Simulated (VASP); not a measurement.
# SiC (P6_3mc) in VASP: further runs, part 2 of 2

VASP 6.6.1. Earlier steps stand in the parts before.

## Step 4: Single point, PBE (strain -1.0%)

INCAR reads:

```
PREC     = Accurate       # precision mode
ENCUT    = 520            # plane-wave cutoff, eV
EDIFF    = 1E-7           # SCF threshold, eV
ISMEAR   = -1             # smearing method
SIGMA    = 0.02           # smearing width, eV
LREAL    = False          # projectors in reciprocal space
LASPH    = True           # aspherical terms in the spheres
NELM     = 80             # most SCF steps
ALGO     = Normal         # electronic algorithm
ISIF     = 2              # what is computed and relaxed
LWAVE    = False          # write WAVECAR
LCHARG   = False          # write CHGCAR
GGA      = PE             # functional
NBANDS   = 26             # bands
```

KPOINTS reads:

```
regular mesh
0
Gamma
  12 12 4
```

POSCAR reads:

```
SiC
1.0
    3.0467794827      0.0000000000      0.0000000000
   -1.5233897414      2.6385884317      0.0000000000
    0.0000000000      0.0000000000      9.9759555582
Si C
4 4
Direct
    0.0000000000      0.0000000000     -0.0001519521
    0.3333333333      0.6666666667      0.2499248829
    0.0000000000      0.0000000000      0.4998480479
    0.6666666667      0.3333333333      0.7499248829
    0.0000000000      0.0000000000      0.1872828160
    0.3333333333      0.6666666667      0.4379442532
    0.0000000000      0.0000000000      0.6872828160
    0.6666666667      0.3333333333      0.9379442532
```

Launch:

```
cat potpaw_PBE.64/Si/POTCAR potpaw_PBE.64/C/POTCAR > POTCAR
mpirun -np 1 vasp_std > vasp.out
```

It took 49 s on 1 thread of Intel Xeon 6975P-C (Granite Rapids), shared host; peak memory 0.24 GiB.

It converged, with:

```yaml
Free_energy: -60.1271 eV
Pressure: 10.7 GPa
Largest_force: 0.009 eV/Å
Band_gap_on_the_k_mesh: 2.23 eV, indirect (least direct gap 3.36 eV)
```

Forces on the atoms (eV/Å):
```
Si   0.000  0.000 -0.003
Si   0.000  0.000  0.008
Si   0.000  0.000 -0.003
Si   0.000  0.000  0.008
C    0.000  0.000  0.005
C    0.000  0.000 -0.009
C    0.000  0.000  0.005
C    0.000  0.000 -0.009
```

Stress tensor (GPa, compression positive):
```
10.75  0.00  0.00
 0.00 10.75  0.00
 0.00  0.00 10.53
```

Levels at points of the mesh, in eV from the valence-band top:
```tsv
k point	band 12	band 13	band 14	band 15	band 16	band 17	band 18	band 19	band 20	band 21
(0.00, 0.00, 0.00)	-0.59	-0.59	-0.05	0.00	0.00	5.36	5.94	6.60	6.64	7.15
(0.50, 0.00, 0.00)	-2.43	-2.40	-2.25	-1.60	-1.13	2.23	2.38	4.32	4.93	5.43
(0.00, 0.00, 0.50)	-1.05	-0.21	-0.21	-0.21	-0.21	5.57	5.57	7.06	7.06	7.24
(0.50, 0.00, 0.50)	-3.07	-2.54	-2.54	-1.57	-1.57	2.66	2.66	4.29	4.29	6.32
```

Caveat: the cell differs from its parent crystal (strain -1.0%). A k mesh can miss the band edges.

## Step 5: Single point, PBE (strain +1.0%)

INCAR reads:

```
SYSTEM = SiC
ALGO = Normal
EDIFF = 1E-7
ENCUT = 520
GGA = PE
ISIF = 2
ISMEAR = -1
LASPH = .True.
LCHARG = .False.
LREAL = .False.
LWAVE = .False.
NBANDS = 26
NELM = 100
PREC = Accurate
SIGMA = 0.02
```

KPOINTS reads:

```
k-points
0
Gamma
  12 12 4
  0 0 0
```

POSCAR reads:

```
SiC
1.0
    3.1083305834      0.0000000000      0.0000000000
   -1.5541652917      2.6918932486      0.0000000000
    0.0000000000      0.0000000000     10.1774900139
Si C
4 4
Direct
    0.0000000000      0.0000000000     -0.0001288732
    0.3333333333      0.6666666667      0.2498916317
    0.0000000000      0.0000000000      0.4998711268
    0.6666666667      0.3333333333      0.7498916317
    0.0000000000      0.0000000000      0.1872834008
    0.3333333333      0.6666666667      0.4379538406
    0.0000000000      0.0000000000      0.6872834008
    0.6666666667      0.3333333333      0.9379538406
```

Launch:

```
cat potpaw_PBE.64/Si/POTCAR potpaw_PBE.64/C/POTCAR > POTCAR
mpirun -np 1 vasp_std > vasp.out
```

Wall time 48 s (1 thread of Intel Xeon 6975P-C (Granite Rapids), shared host); peak memory 0.24 GiB.

The run converged. Its results:

| Item | Value |
| --- | --- |
| Free energy | -60.2383 eV |
| Pressure | -2.9 GPa |
| Largest force | 0.004 eV/Å |
| Band gap on the k mesh | 2.22 eV, indirect (least direct gap 3.33 eV) |

Forces in eV/Å, atoms in the order of the input:
```
Si   0.000  0.000 -0.003
Si   0.000  0.000  0.001
Si   0.000  0.000 -0.003
Si   0.000  0.000  0.001
C    0.000  0.000  0.004
C    0.000  0.000 -0.002
C    0.000  0.000  0.004
C    0.000  0.000 -0.002
```

Levels at points of the mesh, in eV from the valence-band top:
```csv
k point,band 12,band 13,band 14,band 15,band 16,band 17,band 18,band 19,band 20,band 21
"(0.00, 0.00, 0.00)",-0.58,-0.58,-0.05,0.00,0.00,4.84,5.42,5.96,6.05,6.79
"(0.50, 0.00, 0.00)",-2.35,-2.32,-2.19,-1.55,-1.11,2.22,2.33,4.14,4.57,5.17
"(0.00, 0.00, 0.50)",-1.03,-0.21,-0.21,-0.21,-0.21,5.05,5.05,6.48,6.48,6.90
"(0.50, 0.00, 0.50)",-2.96,-2.46,-2.46,-1.53,-1.53,2.62,2.62,4.14,4.14,5.91
```

Caveat: the cell differs from its parent crystal (strain +1.0%). A k mesh can miss the band edges.

## Step 6: Single point, PBE (strain +2.0%)

INCAR reads:

```
ALGO     = Normal         # electronic algorithm
EDIFF    = 1E-7           # SCF threshold, eV
ENCUT    = 520            # plane-wave cutoff, eV
GGA      = PE             # functional
ISIF     = 2              # what is computed and relaxed
ISMEAR   = -1             # smearing method
LASPH    = True           # aspherical terms in the spheres
LCHARG   = True           # write CHGCAR
LELF     = True           # ELF
LREAL    = False          # projectors in reciprocal space
LVHAR    = True         
LWAVE    = False          # write WAVECAR
NBANDS   = 26             # bands
NELM     = 80             # most SCF steps
PREC     = Accurate       # precision mode
SIGMA    = 0.02           # smearing width, eV
```

KPOINTS reads:

```
k-points
0
Gamma
  12 12 4
```

POSCAR reads:

```
SiC
1.0
    3.1391061337      0.0000000000      0.0000000000
   -1.5695530668      2.7185456570      0.0000000000
    0.0000000000      0.0000000000     10.2782572418
Si C
4 4
Direct
    0.0000000000      0.0000000000     -0.0001116998
    0.3333333333      0.6666666667      0.2498557241
    0.0000000000      0.0000000000      0.4998883002
    0.6666666667      0.3333333333      0.7498557241
    0.0000000000      0.0000000000      0.1872746013
    0.3333333333      0.6666666667      0.4379813744
    0.0000000000      0.0000000000      0.6872746013
    0.6666666667      0.3333333333      0.9379813744
```

Potentials or basis: VASP PAW PBE potentials, release 64 (Si, C).

Launch:

```
cat potpaw_PBE.64/Si/POTCAR potpaw_PBE.64/C/POTCAR > POTCAR
mpirun -np 1 vasp_std > vasp.out
```

Run time: 55 s. Hardware: 1 thread of Intel Xeon 6975P-C (Granite Rapids), shared host; peak memory 0.24 GiB.

Results (log left out):

* Free energy: -60.1466 eV
* Pressure: -8.5 GPa
* Largest force: 0.006 eV/Å
* Band gap on the k mesh: 2.21 eV, indirect (least direct gap 3.32 eV)

Forces in eV/Å, atoms in the order of the input:
```
Si   0.000  0.000 -0.005
Si   0.000  0.000  0.004
Si   0.000  0.000 -0.005
Si   0.000  0.000  0.004
C    0.000  0.000  0.006
C    0.000  0.000 -0.004
C    0.000  0.000  0.006
C    0.000  0.000 -0.004
```

Levels at points of the mesh, in eV from the valence-band top:
```
           k point  band 14  band 15  band 16  band 17  band 18  band 19
(0.00, 0.00, 0.00)    -0.05     0.00     0.00     4.59     5.17     5.62
(0.50, 0.00, 0.00)    -2.16    -1.53    -1.10     2.21     2.30     4.05
(0.00, 0.00, 0.50)    -0.20    -0.20    -0.20     4.80     4.80     6.18
(0.50, 0.00, 0.50)    -2.41    -1.51    -1.51     2.60     2.60     4.07
```

Caveat: the cell differs from its parent crystal (strain +2.0%). A k mesh can miss the band edges.

## Step 7: The runs side by side

```tsv
cell	gap on the mesh (eV)	pressure (GPa)	largest force (eV/Å)
a = 2.985, b = 2.985, c = 9.774 Å, angles 90.0, 90.0, 120.0°, 8 atoms	2.23	28.1	0.01
a = 3.016, b = 3.016, c = 9.875 Å, angles 90.0, 90.0, 120.0°, 8 atoms	2.23	18.8	0.01
a = 3.047, b = 3.047, c = 9.976 Å, angles 90.0, 90.0, 120.0°, 8 atoms	2.23	10.7	0.01
a = 3.108, b = 3.108, c = 10.177 Å, angles 90.0, 90.0, 120.0°, 8 atoms	2.22	-2.9	-
a = 3.139, b = 3.139, c = 10.278 Å, angles 90.0, 90.0, 120.0°, 8 atoms	2.21	-8.5	0.01
```

Alike in all rows: task single point; level PBE; potentials or basis VASP PAW PBE potentials, release 64 (Si, C); no spin polarisation; k mesh 12 × 12 × 4; cutoff (eV) 520; smearing fermi-dirac 0.02 eV.

Absolute energies hang on the potentials; compare differences alone.
